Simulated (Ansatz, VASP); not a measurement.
# One calculation of Sn, two programs

```
Sn
1.0
     3.40987    0.00000    0.00000
    -1.70493    2.95303    0.00000
     0.00000    0.00000    5.56831
Sn
2
Direct
  0.33333 0.66667 0.25000
  0.66667 0.33333 0.75000
```

Alike in both runs: task relaxation of cell and atoms; functional PBEsol; k mesh 11 × 11 × 6; occupations fermi-dirac, width 0.1 eV; no spin polarisation.

```csv
,VASP,Ansatz
version,VASP 6.6.1,Ansatz 0.2.0
potentials or method,"VASP PAW PBE potentials, release 64 (Sn_d), cutoff 600 eV","plane waves (420 eV) with PAW, scalar-relativistic"
valence electrons in the cell,28,28
```

Ansatz gave:

```
relaxed volume (Å³/atom)                                     : 26.23
relaxed cell length with the largest relative difference (Å) : 3.315
```

Problem. What did VASP give for the same quantities?

Solution. Relaxed volume (Å³/atom): 26.25; relaxed cell length with the largest relative difference (Å): 3.317.

VASP's potentials were made for PBE, not for PBEsol, and Ansatz warns of the same on its side.
